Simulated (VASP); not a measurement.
# Si16O (a cell with a defect) in VASP: single point with PBEsol

Aim: the single point of Si16O (a cell with a defect) with PBEsol.

Program: VASP 6.6.1. These are calculated values, not measurements. Logs are shortened: lines on timing, memory, paths and dates and some standing lists are left out, and cuts for length are marked.

## Step 1: The cell of the first run

The cell holds a defect, 17 atoms: a = 7.679 Å, b = 7.679 Å, c = 7.679 Å, α = 60.00°, β = 60.00°, γ = 60.00°.

## Step 2: Single point, PBEsol, collinear spin, zero start

Contents of INCAR:

```
SYSTEM = Si16O
  PREC = Accurate
  ENCUT = 520
  EDIFF = 1E-7
  ISMEAR = 0
  SIGMA = 0.05
  LREAL = Auto
  LASPH = .TRUE.
  NELM = 150
  ALGO = Normal
  ISIF = 2
  LWAVE = .FALSE.
  LCHARG = .FALSE.
  ISPIN = 2
  MAGMOM = 0 0 0 0 0 0 0 0 0 0 0 0 0 0 0 0 0
  LORBIT = 11
  GGA = PS
  NBANDS = 53
```

Contents of KPOINTS:

```
Automatic mesh
0
G
  2 2 2
  0 0 0
```

Contents of POSCAR:

```
Si16O
1.0
    0.0000000000      5.4300000000      5.4300000000
    5.4300000000      0.0000000000      5.4300000000
    5.4300000000      5.4300000000      0.0000000000
Si O
16 1
Direct
   -0.0029778085      0.0049430018      0.0010873849
    0.1121226519      0.1308766114      0.1347279926
   -0.0106641805      0.0003964088      0.5104787293
    0.1250991713      0.1231919890      0.6265794659
    0.0228077348      0.5064891344     -0.0338506446
    0.1310957643      0.6310178637      0.1068235727
    0.0102261510      0.4972012891      0.4821511971
    0.1405721915      0.6282847145      0.5959117864
    0.4840465930     -0.0295815838      0.0616441989
    0.6223551565      0.1308616022      0.1348297422
    0.4997555249      0.0004122468      0.5105802026
    0.6157572744      0.0803272560      0.6882294659
    0.5045953039      0.5064848066     -0.0335579190
    0.6536630755      0.6165634438      0.0764140884
    0.5018035912      0.4524238490      0.5439999079
    0.6350129834      0.6282875691      0.5962181400
    0.6374470534      0.4169476059      0.3089665746
```

Potentials or basis: VASP PAW PBE potentials, release 64 (Si, O).

Started as:

```sh
cat potpaw_PBE.64/Si/POTCAR potpaw_PBE.64/O/POTCAR > POTCAR
mpirun -np 1 vasp_std > vasp.out
```

OUTCAR:

```text
SYSTEM = Si16O
   PREC = Accurate
   ENCUT = 520
   EDIFF = 1E-7
   ISMEAR = 0
   LREAL = Auto
   LASPH = .TRUE.
   NELM = 150
   ISIF = 2
   ISPIN = 2
   LORBIT = 11
   GGA = PS

 ion  position               nearest neighbor table
   1  0.997  0.005  0.001-   6 2.35   4 2.35  10 2.35   2 2.35
   2  0.112  0.131  0.135-   1 2.35   3 2.36   9 2.36   5 2.38
   3  0.989  0.000  0.510-   8 2.35   4 2.35   2 2.36  12 2.37
   4  0.125  0.123  0.627-   1 2.35   7 2.35   3 2.35  11 2.35
   5  0.023  0.506  0.966-  14 2.32   8 2.32   6 2.35   2 2.38
   6  0.131  0.631  0.107-  13 2.35   5 2.35   1 2.35   7 2.35
   7  0.010  0.497  0.482-   4 2.35   8 2.35  16 2.35   6 2.35
   8  0.141  0.628  0.596-  15 2.32   5 2.32   3 2.35   7 2.35
   9  0.484  0.970  0.062-  14 2.32  12 2.34  10 2.36   2 2.36
  10  0.622  0.131  0.135-   1 2.35  11 2.36   9 2.36  13 2.38
  11  0.500  0.000  0.511-  16 2.35   4 2.35  10 2.36  12 2.37
  12  0.616  0.080  0.688-  15 2.34   9 2.34  11 2.37   3 2.37
  13  0.505  0.506  0.966-  14 2.32  16 2.32   6 2.35  10 2.38
  14  0.654  0.617  0.076-  17 1.67  13 2.32   5 2.32   9 2.32  15 2.93
  15  0.502  0.452  0.544-  17 1.66   8 2.32  16 2.32  12 2.34  14 2.93
  16  0.635  0.628  0.596-  15 2.32  13 2.32  11 2.35   7 2.35
  17  0.637  0.417  0.309-  15 1.66  14 1.67

  LATTYP: Found a face centered cubic cell.
 ALAT       =    10.8600000000

  Lattice vectors:

 A1 = (   0.0000000000,   5.4300000000,   5.4300000000)
 A2 = (   5.4300000000,   0.0000000000,   5.4300000000)
 A3 = (   5.4300000000,   5.4300000000,   0.0000000000)

Analysis of symmetry for initial positions (statically):
=====================================================================
 Subroutine PRICEL returns:
 Original cell was already a primitive cell.

 Routine SETGRP: Setting up the symmetry group for a
 face centered cubic supercell.

 Subroutine GETGRP returns: Found  1 space group operations
 (whereof  1 operations were pure point group operations)
 out of a pool of 48 trial point group operations.

The static configuration has the point symmetry C_1 .

Analysis of symmetry for dynamics (positions and initial velocities):
=====================================================================
 Subroutine PRICEL returns:
 Original cell was already a primitive cell.

 Routine SETGRP: Setting up the symmetry group for a
 face centered cubic supercell.

 Subroutine GETGRP returns: Found  1 space group operations
 (whereof  1 operations were pure point group operations)
 out of a pool of 48 trial point group operations.

The dynamic configuration has the point symmetry C_1 .

Analysis of structural, dynamic, and magnetic symmetry:
=====================================================================
 Subroutine PRICEL returns:
 Original cell was already a primitive cell.

 Routine SETGRP: Setting up the symmetry group for a
 face centered cubic supercell.

 Subroutine GETGRP returns: Found  1 space group operations
 (whereof  1 operations were pure point group operations)
 out of a pool of 48 trial point group operations.

The overall configuration has the point symmetry C_1 .

 Subroutine INISYM returns: Found  1 space group operations
 (whereof  1 operations are pure point group operations),
 and found     1 'primitive' translations

----------------------------------------------------------------------------------------

                                     Primitive cell

  volume of cell :     320.2060

  direct lattice vectors                    reciprocal lattice vectors
     0.000000000  5.430000000  5.430000000    -0.092081031  0.092081031  0.092081031
     5.430000000  0.000000000  5.430000000     0.092081031 -0.092081031  0.092081031
     5.430000000  5.430000000  0.000000000     0.092081031  0.092081031 -0.092081031

  length of vectors
     7.679179644  7.679179644  7.679179644     0.159489025  0.159489025  0.159489025

  position of ions in fractional coordinates (direct lattice)
     0.997022192  0.004943002  0.001087385
     0.112122652  0.130876611  0.134727993
     0.989335819  0.000396409  0.510478729
     0.125099171  0.123191989  0.626579466
     0.022807735  0.506489134  0.966149355
     0.131095764  0.631017864  0.106823573
[... 73 lines left out ...]
   ions per type =              16   1
   NGX,Y,Z   is equivalent  to a cutoff of  12.99, 12.99, 12.99 a.u.
   NGXF,Y,Z  is equivalent  to a cutoff of  25.98, 25.98, 25.98 a.u.
 SYSTEM =  Si16O
   PREC   = accura    normal or accurate (medium, high low for compatibility)
   ISTART =      0    job   : 0-new  1-cont  2-samecut
   ICHARG =      2    charge: 1-file 2-atom 10-const
   ISPIN  =      2    spin polarized calculation?
   LNONCOLLINEAR =      F non collinear calculations
   LSORBIT =      F    spin-orbit coupling
   LASPH  =      T    aspherical Exc in radial PAW
   ENCUT  =  520.0 eV  38.22 Ry    6.18 a.u.  14.28 14.28 14.28*2*pi/ulx,y,z
   NELM   =    150;   NELMIN=  2; NELMDL= -5     # of ELM steps
   EDIFF  = 0.1E-06   stopping-criterion for ELM
   LREAL  =      T    real-space projection
   EDIFFG = 0.1E-05   stopping-criterion for IOM
   NSW    =      0    number of steps for IOM
   IBRION =     -1    ionic relax: 0-MD 1-quasi-New 2-CG
   NFREE  =      0    steps in history (QN), initial steepest desc. (CG)
   ISIF   =      2    stress and relaxation
   ISYM   =      2    0-nonsym 1-usesym 2-fastsym
   POTIM  = 0.5000    time-step for ionic-motion
   TEBEG  =    0.0;   TEEND  =   0.0 temperature during run
   PSTRESS=    0.0 pullay stress
   NELECT =      70.0000    total number of electrons
   NUPDOWN=      -1.0000    fix difference up-down
   EMIN   =  10.00;   EMAX   =-10.00  energy-range for DOS
   EFERMI =   0.00;   METHOD = LEGACY
   ISMEAR =     0;   SIGMA  =   0.05  broadening in eV -4-tet -1-fermi 0-gaus
   EFERMI_NEDOS =   21; number of points for ismear=-14 and -15
   IALGO  =     38    algorithm
   IMIX   =      4    mixing-type and parameters
     AMIX     =   0.40;   BMIX     =  1.00
     AMIX_MAG =   1.60;   BMIX_MAG =  1.00
  volume/ion in A,a.u.               =      18.84       127.11
  Fermi-wavevector in a.u.,A,eV,Ry     =   0.986199  1.863645 13.232857  0.972588
  Thomas-Fermi vector in A             =   2.117562
   LORBIT       =     11    0 simple, 1 ext, 2 COOP (PROOUT), +10 PAW based schemes
   GGA     = PS    functional components
   LHFCALC =     F    Hartree Fock is set to
   AEXX    =    0.0000 exact exchange contribution
   IVDW    =     0    specifies the selected vdW correction
   LEPSILON=     F    determine dielectric tensor
   LRPA    =     F    only Hartree local field effects (RPA)
 spin polarized calculation
 Gauss-broadening in eV      SIGMA  =   0.05
  energy-cutoff  :      520.00
  volume of cell :      320.21
 maximum number of plane-waves:      8646
 NGX is ok and might be reduce to    60
   NGX = 29   NGY = 29   NGZ = 29

 number of electron      70.0000000 magnetization       0.0000000

 number of electron      70.0000000 magnetization      -0.0000000

 Free energy of the ion-electron system (eV)
  ---------------------------------------------------
  ext. energy  EPLUGINS =         0.00000000
  ---------------------------------------------------
  free energy    TOTEN  =       -98.30648617 eV

  energy without entropy =      -98.30648616  energy(sigma->0) =      -98.30648617

 E-fermi :   6.0420     XC(G=0):  -9.6827

 val. band max:        5.8420273211   @ k =   0.0000   0.0000   0.0000
 cond. band min:       6.2418181620   @ k =   0.0000   0.0000   0.0000
 fundamental gap:      0.3997908409
 Fermi energy:         6.0420216217

 spin component 1

 k-point     1 :       0.0000    0.0000    0.0000
  band No.  band energies     occupation
      1     -14.4801      1.00000
      2      -5.8750      1.00000
      3      -4.4613      1.00000
      4      -3.7367      1.00000
      5      -3.7124      1.00000
      6      -3.3746      1.00000
[... 389 lines left out ...]
     46      10.1897      0.00000
     47      10.2957      0.00000
 Fermi energy:         6.0420216217

 spin component 2

 k-point     1 :       0.0000    0.0000    0.0000
  band No.  band energies     occupation
      1     -14.4801      1.00000
      2      -5.8750      1.00000
      3      -4.4613      1.00000
      4      -3.7367      1.00000
      5      -3.7124      1.00000
      6      -3.3746      1.00000
[... 389 lines left out ...]
     46      10.1897      0.00000
     47      10.2957      0.00000
 [bands above 47 left out]

------------------------ aborting loop because EDIFF is reached ----------------------------------------

  FORCE on cell =-STRESS in cart. coord.  units (eV):
  Direction    XX          YY          ZZ          XY          YZ          ZX
  --------------------------------------------------------------------------------------
  -------------------------------------------------------------------------------------
  Total        4.4534798      4.9875103      4.9921354      2.8341085     -1.4471616     -2.8283041
  in kB       22.2833554     24.9554214     24.9785632     14.1806968     -7.2409929    -14.1516538
  external PRESSURE =      24.0724467 kB  Pullay stress =       0.0000000 kB

 VOLUME and BASIS-vectors are now :
 -----------------------------------------------------------------------------
  energy-cutoff  :      520.00
  volume of cell :      320.21
      direct lattice vectors                 reciprocal lattice vectors
     0.000000000  5.430000000  5.430000000    -0.092081031  0.092081031  0.092081031
     5.430000000  0.000000000  5.430000000     0.092081031 -0.092081031  0.092081031
     5.430000000  5.430000000  0.000000000     0.092081031  0.092081031 -0.092081031

 POSITION                                       TOTAL-FORCE (eV/Angst)
 -----------------------------------------------------------------------------------
      0.03274      5.41973      5.44067        -0.000224      0.000489     -0.000443
      1.44223      1.34040      1.31949         0.000698     -0.002137      0.001455
      2.77405      8.14399      5.37425         0.001618     -0.001195     -0.000809
      4.07126      4.08161      1.34822         0.002395     -0.001933      0.002236
      7.99643      5.37004      2.87408         0.000331     -0.000958     -0.005428
      4.00648      1.29190      4.13828         0.002881      0.000967     -0.001186
[... 9 lines left out ...]
      6.64907      6.68559      6.85972         0.000930     -0.002769     -0.001154
      3.94171      5.13903      5.72536        -0.032973      0.000558     -0.000010
 -----------------------------------------------------------------------------------
    total drift:                               -0.009655     -0.006583      0.003832

  FREE ENERGIE OF THE ION-ELECTRON SYSTEM (eV)
  ---------------------------------------------------
  free  energy   TOTEN  =       -98.3064861655 eV

  energy  without entropy=      -98.3064861646  energy(sigma->0) =      -98.30648617

 total charge

# of ion       s       p       d       tot
------------------------------------------
    1        0.739   0.957   0.000   1.696
    2        0.744   0.935   0.000   1.680
    3        0.743   0.940   0.000   1.683
    4        0.739   0.957   0.000   1.696
    5        0.748   0.964   0.000   1.712
    6        0.739   0.955   0.000   1.694
[... 9 lines left out ...]
   16        0.745   0.973   0.000   1.718
   17        1.572   3.583   0.000   5.155
--------------------------------------------------
tot         13.473  18.813   0.000  32.286

 magnetization (x)

# of ion       s       p       d       tot
------------------------------------------
    1        0.000   0.000   0.000   0.000
    2       -0.000   0.000   0.000  -0.000
    3       -0.000  -0.000   0.000  -0.000
    4       -0.000  -0.000   0.000  -0.000
    5        0.000   0.000   0.000   0.000
    6        0.000   0.000   0.000   0.000
[... 9 lines left out ...]
   16        0.000   0.000   0.000   0.000
   17       -0.000   0.000   0.000   0.000
--------------------------------------------------
tot          0.000   0.000   0.000   0.000
```

Run time: 6.7 min. Hardware: 1 thread of Intel Xeon Platinum 8488C (Sapphire Rapids), shared host; peak memory 0.71 GiB.

Results:

```yaml
Free_energy: -98.3065 eV
Pressure: 2.4 GPa
Largest_force: 0.088 eV/Å
Band_gap_on_the_k_mesh: 0.40 eV
Net_moment: 0.00 μB per cell
Valence_electrons_inside_the_program's_atomic_spheres: Si 1.70, 1.68, 1.71, 1.69, 1.72; O 5.16
```

Forces on the atoms (eV/Å):
```
Si   0.000  0.000  0.000
Si   0.001 -0.002  0.001
Si   0.002 -0.001 -0.001
Si   0.002 -0.002  0.002
Si   0.000 -0.001 -0.005
Si   0.003  0.001 -0.001
Si  -0.003 -0.001  0.000
Si   0.000  0.001  0.004
Si  -0.007 -0.002  0.001
Si   0.001 -0.001  0.002
Si   0.002  0.001  0.001
Si   0.006  0.003 -0.003
Si   0.001  0.006  0.000
Si  -0.036 -0.046  0.045
Si   0.060  0.046 -0.045
Si   0.001 -0.003 -0.001
O   -0.033  0.001  0.000
```

Levels at points of the mesh, in eV from the valence-band top:
Spin up:
```
           k point  band 31  band 32  band 33  band 34  band 35  band 36  band 37  band 38  band 39  band 40
(0.00, 0.00, 0.00)    -0.96    -0.93    -0.33    -0.07     0.00     0.40     0.67     0.70     0.89     1.11
(0.50, 0.00, 0.00)    -1.47    -1.24    -0.77    -0.61    -0.57     1.18     1.35     1.50     1.60     1.63
(0.00, 0.50, 0.00)    -1.56    -1.20    -0.83    -0.65    -0.49     1.17     1.36     1.49     1.62     1.76
(0.00, 0.00, 0.50)    -1.38    -0.74    -0.71    -0.62    -0.08     1.07     1.38     1.39     1.51     1.63
(0.50, 0.50, 0.50)    -1.47    -1.24    -0.77    -0.61    -0.57     1.18     1.35     1.50     1.60     1.63
(0.50, 0.50, 0.00)    -1.46    -1.42    -1.30    -1.09    -0.87     1.30     1.38     2.23     2.33     2.47
(0.00, 0.50, 0.50)    -1.49    -1.45    -1.30    -1.18    -0.23     1.07     1.38     2.22     2.28     2.42
(0.50, 0.00, 0.50)    -1.46    -1.42    -1.30    -1.10    -0.87     1.30     1.38     2.23     2.33     2.47
```
Spin down:
| k point | band 33 | band 34 | band 35 | band 36 | band 37 | band 38 |
| --- | --- | --- | --- | --- | --- | --- |
| (0.00, 0.00, 0.00) | -0.33 | -0.07 | 0.00 | 0.40 | 0.67 | 0.70 |
| (0.50, 0.00, 0.00) | -0.77 | -0.61 | -0.57 | 1.18 | 1.35 | 1.50 |
| (0.00, 0.50, 0.00) | -0.83 | -0.65 | -0.49 | 1.17 | 1.36 | 1.49 |
| (0.00, 0.00, 0.50) | -0.71 | -0.62 | -0.08 | 1.07 | 1.38 | 1.39 |
| (0.50, 0.50, 0.50) | -0.77 | -0.61 | -0.57 | 1.18 | 1.35 | 1.50 |
| (0.50, 0.50, 0.00) | -1.30 | -1.09 | -0.87 | 1.30 | 1.38 | 2.23 |
| (0.00, 0.50, 0.50) | -1.30 | -1.18 | -0.23 | 1.07 | 1.38 | 2.22 |
| (0.50, 0.00, 0.50) | -1.30 | -1.10 | -0.87 | 1.30 | 1.38 | 2.23 |

Caveat: the k points lie up to 0.50 Å⁻¹ apart; the PAW data sets were made with another functional, which shifts forces and pressure a little.
